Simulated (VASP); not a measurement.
Si2Mo5, 7 atoms in the cell. Symmetry: Cmmm, No. 65, orthorhombic system. The conventional cell has a = 4.997 Å, b = 8.404 Å, c = 4.957 Å, α = 90.00°, β = 90.00°, γ = 90.00°. Within 3.2 Å of Si (site symmetry 2/m) lie 10 Mo at 2.44 to 2.85 Å and 2 Si at 2.50 Å. Within 3.2 Å of Mo (site symmetry mm2) lie 10 Mo at 2.41 to 3.13 Å and 4 Si at 2.76 Å. Within 3.2 Å of Mo (site symmetry mmm) lie 4 Si at 2.44 Å and 8 Mo at 2.80 to 2.87 Å. Mo (site symmetry m2m) has 11 Mo at 2.82 to 3.13 Å and 4 Si at 2.85 Å within 3.7 Å. 

* Program: VASP 6.6.1
* Task: single point
* Functional: PBE
* Potentials or basis: VASP PAW PBE potentials, release 64 (Si, Mo_sv)
* Cutoff: 520 eV
* k mesh: 8 × 8 × 6
* Occupations: gaussian, width 0.1 eV
* Spin: no spin polarisation
* Dipole correction: no
* Further INCAR settings: ALGO = Fast; EDIFF = 1e-06; NBANDS = 48

Potentials or basis: VASP PAW PBE potentials, release 64 (Si, Mo_sv).

The run is started by

```bash
$ cat potpaw_PBE.64/Si/POTCAR potpaw_PBE.64/Mo_sv/POTCAR > POTCAR
$ mpirun -np 1 vasp_std > vasp.out
```

Hardware: 1 thread of Intel Xeon 8259CL (shared host).

How long does it take, and how much memory?

Wall time 12 min on 1 thread of Intel Xeon 8259CL, on a shared host, peak memory 0.43 GiB. Counts: scf iterations 18, k points 84.
